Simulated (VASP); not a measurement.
## Sb: single point with RPBE

Sb:

```
CELL_PARAMETERS angstrom
2.19978 1.27004 3.98255
-2.19978 1.27004 3.98255
0.00000 -2.54009 3.98255
ATOMIC_POSITIONS crystal
Sb 0.23034 0.23034 0.23034
Sb 0.76966 0.76966 0.76966
```

| Property | Result |
| --- | --- |
| Program | VASP 6.6.1 |
| Task | single point |
| Functional | RPBE |
| Potentials or basis | VASP PAW PBE potentials, release 64 (Sb) |
| Cutoff | 520 eV |
| k mesh | 14 × 14 × 14 |
| Occupations | fermi-dirac, width 0.1 eV |
| Spin | no spin polarisation |

```yaml
Pressure: 0.0 GPa
Largest_force: 0.041 eV/Å
Band_gap_on_the_k_mesh: zero (bands 5 and 6 overlap by 0.24 eV)
```

Forces on the atoms (eV/Å):
```
Sb   0.000  0.000  0.041
Sb   0.000  0.000 -0.041
```

Levels at points of the mesh, in eV from the Fermi level:
```tsv
k point	band 1	band 2	band 3	band 4	band 5	band 6	band 7	band 8	band 9	band 10
(0.00, 0.00, 0.00)	-12.09	-5.28	-1.97	-1.62	-1.62	1.69	2.41	2.41	5.35	5.35
(0.50, 0.00, 0.00)	-10.03	-9.18	-1.99	-1.97	-0.32	-0.22	0.28	0.86	7.19	7.55
(0.50, 0.50, 0.00)	-10.05	-8.02	-4.80	-3.35	-3.25	1.65	4.37	5.28	6.02	8.37
(0.50, 0.50, 0.50)	-10.98	-8.41	-1.26	-1.26	-0.57	0.46	0.46	1.18	6.55	8.27
```

Wall time 6.6 min on 1 thread of Intel Xeon 8259CL, on a shared host, peak memory 0.35 GiB.

Caveat: the PAW data sets were made with another functional, which shifts forces and pressure a little; spin-orbit coupling is left out, which moves the levels of the heavy elements.
